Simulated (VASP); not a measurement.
Wanted: the native input for a VASP 6.6.1 run.

| Quantity | Value |
| --- | --- |
| Task | single point |
| Functional | PBE |
| Potentials or basis | VASP PAW PBE potentials, release 64 (Cu) |
| Cutoff | 520 eV |
| k mesh | 16 × 16 × 16 |
| Occupations | fermi-dirac, width 0.15 eV |
| Spin | no spin polarisation |
| Dipole correction | no |
| Further INCAR settings | ALGO = Normal; EDIFF = 1e-06; NBANDS = 12 |

The structure of Cu lies in POSCAR:

```
Cu
1.0
    0.0000000000      1.7953687620      1.7953687620
    1.7953687620      0.0000000000      1.7953687620
    1.7953687620      1.7953687620      0.0000000000
Cu
1
Direct
    0.0000000000      0.0000000000      0.0000000000
```

The input as run:

INCAR

```
ALGO     = Normal         # electronic algorithm
EDIFF    = 1E-6           # SCF threshold, eV
ENCUT    = 520            # plane-wave cutoff, eV
GGA      = PE             # functional
ISIF     = 2              # what is computed and relaxed
ISMEAR   = -1             # smearing method
LASPH    = True           # aspherical terms in the spheres
LCHARG   = False          # write CHGCAR
LREAL    = False          # projectors in reciprocal space
LWAVE    = False          # write WAVECAR
NBANDS   = 12             # bands
NELM     = 80             # most SCF steps
PREC     = Accurate       # precision mode
SIGMA    = 0.15           # smearing width, eV
```

KPOINTS

```
k-points
0
Gamma
  16 16 16
```

Potentials or basis: VASP PAW PBE potentials, release 64 (Cu).

Launch:

```console
$ cat potpaw_PBE.64/Cu/POTCAR > POTCAR
$ mpirun -np 1 vasp_std > vasp.out
```

It gave:

- Pressure: 5.6 GPa

Wall time 26 s on 1 thread of Intel Xeon 8259CL, on a shared host, peak memory 0.14 GiB.
